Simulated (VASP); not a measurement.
# MgS (P6/mmm) in VASP: further runs

MgS is run at these levels: PBE; tasks: relaxation of cell and atoms.

Program: VASP 6.6.1. These are calculated values, not measurements. Logs are shortened: lines on timing, memory, paths and dates and some standing lists are left out, and cuts for length are marked.

**1. The cell of the first run**

Symmetry: P6/mmm, No. 191, hexagonal system. Conventional cell: a = 5.609 Å, b = 5.609 Å, c = 4.450 Å, α = 90.00°, β = 90.00°, γ = 120.00°. Mg (site symmetry 6/mmm) has 2 S at 2.22 Å within 2.9 Å. S (site symmetry 6/mmm) has 2 Mg at 2.22 Å within 2.9 Å.

**2. Relaxation of cell and atoms, PBE**

Input file INCAR:

```
PREC = Accurate ; ENCUT = 600
EDIFF = 1E-7 ; ISMEAR = 0
SIGMA = 0.02 ; LREAL = F
LASPH = T ; NELM = 80
ALGO = Normal ; ISIF = 3
LWAVE = F ; LCHARG = F
GGA = PE ; IBRION = 2
NSW = 100 ; EDIFFG = -0.01
```

Input file KPOINTS:

```
Automatic mesh
0
Gamma
  6 6 6
```

Input file POSCAR:

```
MgS
1.0
    5.6086372125      0.0000000000      0.0000000000
   -2.8043186063      4.8572223067      0.0000000000
    0.0000000000      0.0000000000      4.4496121493
Mg S
1 1
Direct
    0.0000000000      0.0000000000      0.0000000000
    0.0000000000      0.0000000000      0.5000000000
```

Potentials or basis: VASP PAW PBE potentials, release 64 (Mg, S).

On the command line:

```console
$ cat potpaw_PBE.64/Mg/POTCAR potpaw_PBE.64/S/POTCAR > POTCAR
$ mpirun -np 1 vasp_std > vasp.out
```

OUTCAR:

```text
PREC = Accurate
   ENCUT = 600
   EDIFF = 1E-7
   ISMEAR = 0
   LREAL = F
   LASPH = T
   NELM = 80
   ISIF = 3
   GGA = PE
   IBRION = 2
   NSW = 100
   EDIFFG = -0.01

 ion  position               nearest neighbor table
   1  0.000  0.000  0.000-   2 2.22   2 2.22
   2  0.000  0.000  0.500-   1 2.22   1 2.22

  LATTYP: Found a hexagonal cell.
 ALAT       =     5.6086372125
 C/A-ratio  =     0.7933499673

  Lattice vectors:

 A1 = (   5.6086372125,   0.0000000000,   0.0000000000)
 A2 = (  -2.8043186063,   4.8572223067,   0.0000000000)
 A3 = (   0.0000000000,   0.0000000000,   4.4496121493)

Analysis of symmetry for initial positions (statically):
=====================================================================
 Subroutine PRICEL returns:
 Original cell was already a primitive cell.

 Routine SETGRP: Setting up the symmetry group for a
 hexagonal supercell.

 Subroutine GETGRP returns: Found 24 space group operations
 (whereof 24 operations were pure point group operations)
 out of a pool of 24 trial point group operations.

The static configuration has the point symmetry D_6h.

Analysis of symmetry for dynamics (positions and initial velocities):
=====================================================================
 Subroutine PRICEL returns:
 Original cell was already a primitive cell.

 Routine SETGRP: Setting up the symmetry group for a
 hexagonal supercell.

 Subroutine GETGRP returns: Found 24 space group operations
 (whereof 24 operations were pure point group operations)
 out of a pool of 24 trial point group operations.

The dynamic configuration has the point symmetry D_6h.

 Subroutine INISYM returns: Found 24 space group operations
 (whereof 24 operations are pure point group operations),
 and found     1 'primitive' translations

----------------------------------------------------------------------------------------

                                     Primitive cell

  volume of cell :     121.2181

  direct lattice vectors                    reciprocal lattice vectors
     5.608637212  0.000000000  0.000000000     0.178296431  0.102939493  0.000000000
    -2.804318606  4.857222307  0.000000000     0.000000000  0.205878985  0.000000000
     0.000000000  0.000000000  4.449612149     0.000000000  0.000000000  0.224738689

  length of vectors
     5.608637212  5.608637213  4.449612149     0.205878985  0.205878985  0.224738689

  position of ions in fractional coordinates (direct lattice)
     0.000000000  0.000000000  0.000000000
     0.000000000  0.000000000  0.500000000

  ion indices of the primitive-cell ions
   primitive index   ion index
                 1           1
                 2           2

----------------------------------------------------------------------------------------

 KPOINTS: Automatic mesh

Automatic generation of k-mesh.
 Grid dimensions read from file:
 generate k-points for:    6    6    6

 Generating k-lattice:

  Cartesian coordinates                     Fractional coordinates (reciprocal lattice)
     0.029716072  0.017156582  0.000000000     0.166666667  0.000000000  0.000000000
     0.000000000  0.034313164  0.000000000     0.000000000  0.166666667  0.000000000
     0.000000000  0.000000000  0.037456448     0.000000000  0.000000000  0.166666667

  Length of vectors
     0.034313164  0.034313164  0.037456448

  Shift w.r.t. Gamma in fractional coordinates (k-lattice)
     0.000000000  0.000000000  0.000000000

 Subroutine IBZKPT returns following result:
 ===========================================

 Found     28 irreducible k-points:

 Following reciprocal coordinates:
            Coordinates               Weight
  0.000000  0.000000  0.000000      1.000000
  0.166667 -0.000000  0.000000      6.000000
  0.333333 -0.000000  0.000000      6.000000
  0.500000  0.000000  0.000000      3.000000
  0.166667  0.166667  0.000000      6.000000
  0.333333  0.166667  0.000000     12.000000
[... 16 lines left out ...]
  0.166667 -0.000000  0.500000      6.000000
  0.333333 -0.000000  0.500000      6.000000
 [... further k-points ...]
   k-points           NKPTS =     28   k-points in BZ     NKDIM =     28   number of bands    NBANDS=      8
   number of dos      NEDOS =    301   number of ions     NIONS =      2
   total plane-waves  NPLWV =  82944
   dimension x,y,z NGX =    48 NGY =   48 NGZ =   36
   dimension x,y,z NGXF=    96 NGYF=   96 NGZF=   72
   ions per type =               1   1
   NGX,Y,Z   is equivalent  to a cutoff of  14.23, 14.23, 13.45 a.u.
   NGXF,Y,Z  is equivalent  to a cutoff of  28.46, 28.46, 26.90 a.u.
 SYSTEM =  unknown system
   PREC   = accura    normal or accurate (medium, high low for compatibility)
   ISTART =      0    job   : 0-new  1-cont  2-samecut
   ICHARG =      2    charge: 1-file 2-atom 10-const
   ISPIN  =      1    spin polarized calculation?
   LNONCOLLINEAR =      F non collinear calculations
   LSORBIT =      F    spin-orbit coupling
   LASPH  =      T    aspherical Exc in radial PAW
   ENCUT  =  600.0 eV  44.10 Ry    6.64 a.u.  11.20 11.20  8.89*2*pi/ulx,y,z
   NELM   =     80;   NELMIN=  2; NELMDL= -5     # of ELM steps
   EDIFF  = 0.1E-06   stopping-criterion for ELM
   LREAL  =      F    real-space projection
   EDIFFG = -.1E-01   stopping-criterion for IOM
   NSW    =    100    number of steps for IOM
   IBRION =      2    ionic relax: 0-MD 1-quasi-New 2-CG
   NFREE  =      1    steps in history (QN), initial steepest desc. (CG)
   ISIF   =      3    stress and relaxation
   ISYM   =      2    0-nonsym 1-usesym 2-fastsym
   POTIM  = 0.5000    time-step for ionic-motion
   TEBEG  =    0.0;   TEEND  =   0.0 temperature during run
   PSTRESS=    0.0 pullay stress
   NELECT =       8.0000    total number of electrons
   NUPDOWN=      -1.0000    fix difference up-down
   EMIN   =  10.00;   EMAX   =-10.00  energy-range for DOS
   EFERMI =   0.00;   METHOD = LEGACY
   ISMEAR =     0;   SIGMA  =   0.02  broadening in eV -4-tet -1-fermi 0-gaus
   EFERMI_NEDOS =   21; number of points for ismear=-14 and -15
   IALGO  =     38    algorithm
   IMIX   =      4    mixing-type and parameters
     AMIX     =   0.40;   BMIX     =  1.00
     AMIX_MAG =   1.60;   BMIX_MAG =  1.00
  volume/ion in A,a.u.               =      60.61       409.01
  Fermi-wavevector in a.u.,A,eV,Ry     =   0.661580  1.250205  5.955107  0.437688
  Thomas-Fermi vector in A             =   1.734383
   LORBIT       =      0    0 simple, 1 ext, 2 COOP (PROOUT), +10 PAW based schemes
   GGA     = PE    functional components
   LHFCALC =     F    Hartree Fock is set to
   AEXX    =    0.0000 exact exchange contribution
   IVDW    =     0    specifies the selected vdW correction
   LEPSILON=     F    determine dielectric tensor
   LRPA    =     F    only Hartree local field effects (RPA)
 conjugate gradient relaxation of ions
 non-spin polarized calculation
 Gauss-broadening in eV      SIGMA  =   0.02
  energy-cutoff  :      600.00
  volume of cell :      121.22
 maximum number of plane-waves:      4098
 NGX is ok and might be reduce to    48
   NGX = 23   NGY = 23   NGZ = 17

--------------------------------------- Ionic step        1  -------------------------------------------

 number of electron       8.0000000 magnetization

 Free energy of the ion-electron system (eV)
  ---------------------------------------------------
  ext. energy  EPLUGINS =         0.00000000
  ---------------------------------------------------
  free energy    TOTEN  =        -6.37656937 eV

  energy without entropy =       -6.37656937  energy(sigma->0) =       -6.37656937

------------------------ aborting loop because EDIFF is reached ----------------------------------------

  FORCE on cell =-STRESS in cart. coord.  units (eV):
  Direction    XX          YY          ZZ          XY          YZ          ZX
  --------------------------------------------------------------------------------------
  -------------------------------------------------------------------------------------
  Total        0.1206860      0.1206860     -0.0163566     -0.0000000      0.0000000      0.0000000
  in kB        1.5951449      1.5951449     -0.2161901     -0.0000000      0.0000000      0.0000000
  external PRESSURE =       0.9913666 kB  Pullay stress =       0.0000000 kB
[... 89 lines left out ...]
  FREE ENERGIE OF THE ION-ELECTRON SYSTEM (eV)
  ---------------------------------------------------
  free  energy   TOTEN  =        -6.3790665777 eV

  energy  without entropy=       -6.3790665777  energy(sigma->0) =       -6.37906658

[... ionic steps 4 to 11 ...]

--------------------------------------- Ionic step       12  -------------------------------------------

 number of electron       8.0000000 magnetization

------------------------ aborting loop because EDIFF is reached ----------------------------------------

  FORCE on cell =-STRESS in cart. coord.  units (eV):
  Direction    XX          YY          ZZ          XY          YZ          ZX
  --------------------------------------------------------------------------------------
  -------------------------------------------------------------------------------------
  Total        0.0261958      0.0261958      0.6994776     -0.0000000     -0.0000000      0.0000000
  in kB        0.2733007      0.2733007      7.2976384     -0.0000000     -0.0000000      0.0000000
  external PRESSURE =       2.6147466 kB  Pullay stress =       0.0000000 kB
[... 57 lines left out ...]
  energy  without entropy=       -6.3947078303  energy(sigma->0) =       -6.39470783

--------------------------------------- Ionic step       14  -------------------------------------------

 number of electron       8.0000002 magnetization

 Free energy of the ion-electron system (eV)
  ---------------------------------------------------
  ext. energy  EPLUGINS =         0.00000000
  ---------------------------------------------------
  free energy    TOTEN  =        -6.39531137 eV

  energy without entropy =       -6.39531137  energy(sigma->0) =       -6.39531137

 E-fermi :  -3.7498     XC(G=0):  -3.6704

 val. band max:       -3.8439131669   @ k =   0.0000   0.0000   0.5000
 cond. band min:      -1.3169941982   @ k =   0.0000   0.0000   0.0000
 fundamental gap:      2.5269189687
 Fermi energy:        -3.7498191723

 k-point     1 :       0.0000    0.0000    0.0000
  band No.  band energies     occupation
      1     -14.2285      2.00000
      2      -5.4453      2.00000
      3      -4.1470      2.00000
      4      -4.1470      2.00000
      5      -1.3170      0.00000
      6       1.7385      0.00000
      7       2.9742      0.00000
      8       2.9742      0.00000
[... 243 lines left out ...]
 k-point    24 :       0.3333   -0.0000    0.5000
  band No.  band energies     occupation
      1     -14.0121      2.00000
      2      -6.8086      2.00000
      3      -3.8772      2.00000
      4      -3.8518      2.00000
      5       0.5300      0.00000
      6       0.9623      0.00000
      7       1.6314      0.00000
      8       2.7168      0.00000

 [... further k-points ...]
[... 5 lines left out ...]
  --------------------------------------------------------------------------------------
  -------------------------------------------------------------------------------------
  Total        0.0058958      0.0058958     -0.0004379     -0.0000000     -0.0000000      0.0000000
  in kB        0.0521736      0.0521736     -0.0038748     -0.0000000     -0.0000000      0.0000000
  external PRESSURE =       0.0334908 kB  Pullay stress =       0.0000000 kB
[... 17 lines left out ...]
  FREE ENERGIE OF THE ION-ELECTRON SYSTEM (eV)
  ---------------------------------------------------
  free  energy   TOTEN  =        -6.3953113729 eV

  energy  without entropy=       -6.3953113729  energy(sigma->0) =       -6.39531137

 reached required accuracy - stopping structural energy minimisation
```

Run time: 6.6 min. Hardware: 1 thread of Intel Xeon 6975P-C, shared host; peak memory 0.3 GiB.

What came out:

```
Free energy                            : -6.3953 eV
Relaxed cell                           : a = 6.850 Å, b = 6.850 Å, c = 4.456 Å, α = 90.00°, β = 90.00°, γ = 120.00°
Space group after relaxing (to 0.05 Å) : P6/mmm (No. 191)
Energy gained by relaxing              : 9.4 meV/atom
Ionic steps                            : 14
Pressure after relaxing                : 0.0 GPa
Band gap on the k mesh                 : 2.53 eV, indirect (least direct gap 2.83 eV)
```

The path:
```
step  energy change (eV)  largest force (eV/Å)  pressure (GPa)  volume (Å³)
   1              0.0000                0.0000            0.10       121.22
   2             -0.0007                0.0000            0.12       121.88
   3             -0.0025                0.0000            0.18       123.86
   4             -0.0050                0.0000            0.29       127.87
   5             -0.0058                0.0000            0.51       136.05
   6             -0.0058                0.0000            0.51       136.14
   7             -0.0060                0.0000            0.50       136.41
   8             -0.0064                0.0000            0.49       136.94
   9             -0.0071                0.0000            0.47       138.02
  10             -0.0084                0.0000            0.44       140.19
  11             -0.0108                0.0000            0.38       144.58
  12             -0.0144                0.0000            0.26       153.57
  13             -0.0181                0.0000            0.07       172.42
  14             -0.0187                0.0000            0.00       181.05
```

Final structure:
```yaml
crystal:
  lattice:
    - [6.84968, 0.00000, 0.00000]
    - [-3.42484, 5.93199, 0.00000]
    - [0.00000, 0.00000, 4.45585]
  atoms:
    - { symbol: Mg, position: [0.00000, 0.00000, 0.00000] }
    - { symbol: S, position: [0.00000, 0.00000, 0.50000] }
```

Caveat: the volume moved by over 15 % at a fixed basis, so the end points are rough. A k mesh can miss the band edges.

**3. Relaxation of cell and atoms, PBE**

This run uses another cell than the first one, of 76.35 Å³/atom, 1.260 times its volume.

Input file INCAR:

```
  PREC = Accurate
  ENCUT = 600
  EDIFF = 1E-7
  ISMEAR = 0
  SIGMA = 0.02
  LREAL = F
  LASPH = T
  NELM = 100
  ALGO = Normal
  ISIF = 3
  LWAVE = F
  LCHARG = F
  GGA = PE
  IBRION = 2
  NSW = 100
  EDIFFG = -0.01
```

KPOINTS is that of step 2.

Input file POSCAR:

```
MgS
1.0
    6.2914138222      0.0000000000      0.0000000000
   -3.1457069111      5.4485241957      0.0000000000
    0.0000000000      0.0000000000      4.4547787973
Mg S
1 1
Direct
    0.0000000000      0.0000000000      0.0000000000
    0.0000000000      0.0000000000      0.5000000000
```

Potentials or basis: VASP PAW PBE potentials, release 64 (Mg, S).

On the command line:

```console
$ cat potpaw_PBE.64/Mg/POTCAR potpaw_PBE.64/S/POTCAR > POTCAR
$ mpirun -np 1 vasp_std > vasp.out
```

It took 14 min on 1 thread of Intel Xeon 6975P-C, shared host; peak memory 0.33 GiB.

It converged, with:

```yaml
Free_energy: -6.3976 eV
Relaxed_cell: a = 7.018 Å, b = 7.018 Å, c = 4.456 Å, α = 90.00°, β = 90.00°, γ = 120.00°
Space_group_after_relaxing_to_0.05_Å: P6/mmm (No. 191)
Energy_gained_by_relaxing: 1.9 meV/atom
Ionic_steps: 29
Pressure_after_relaxing: 0.0 GPa
Band_gap_on_the_k_mesh: 2.57 eV, indirect (least direct gap 2.87 eV)
```

Step by step:
```tsv
step	energy change (eV)	largest force (eV/Å)	pressure (GPa)	volume (Å³)
1	0.0000	0.0000	0.02	152.71
2	-0.0001	0.0000	0.04	152.90
3	-0.0001	0.0000	0.08	153.20
4	-0.0001	0.0000	0.07	153.25
5	-0.0001	0.0000	0.07	153.41
6	-0.0002	0.0000	0.08	153.73
7	-0.0004	0.0000	0.08	154.37
8	-0.0006	0.0000	0.08	155.66
9	-0.0011	0.0000	0.08	158.25
10	-0.0019	0.0000	0.09	163.49
11	-0.0027	0.0000	0.11	174.22
12	-0.0032	0.0000	0.06	175.86
13	-0.0034	0.0000	-0.01	177.96
14	-0.0034	0.0000	-0.01	178.03
15	-0.0034	0.0000	-0.01	178.19
16	-0.0034	0.0000	-0.01	178.59
17	-0.0035	0.0000	-0.02	179.82
18	-0.0035	0.0000	-0.03	182.30
19	-0.0036	0.0000	-0.04	187.29
20	-0.0037	0.0000	-0.03	187.87
21	-0.0037	0.0000	-0.01	188.86
22	-0.0037	0.0000	0.02	190.85
23	-0.0038	0.0000	0.01	189.92
24	-0.0038	0.0000	0.01	189.97
25	-0.0038	0.0000	0.02	190.41
26	-0.0038	0.0000	0.01	190.24
27	-0.0038	0.0000	0.01	190.08
28	-0.0038	0.0000	0.01	190.03
29	-0.0038	0.0000	0.00	190.05
```

Final structure:
```
CELL_PARAMETERS angstrom
7.01791 0.00000 0.00000
-3.50896 6.07769 0.00000
0.00000 0.00000 4.45574
ATOMIC_POSITIONS crystal
Mg 0.00000 0.00000 0.00000
S 0.00000 0.00000 0.50000
```

Levels at points of the mesh, in eV from the valence-band top:
```tsv
k point	band 2	band 3	band 4	band 5	band 6	band 7
(0.00, 0.00, 0.00)	-1.60	-0.31	-0.31	2.57	5.53	6.76
(0.50, 0.00, 0.00)	-1.59	-0.37	-0.32	2.93	5.09	5.76
(0.00, 0.00, 0.50)	-2.96	0.00	0.00	4.88	4.88	4.95
(0.50, 0.00, 0.50)	-2.96	-0.04	-0.01	4.34	4.76	5.54
```

Caveat: the volume moved by over 15 % at a fixed basis, so the end points are rough. A k mesh can miss the band edges.
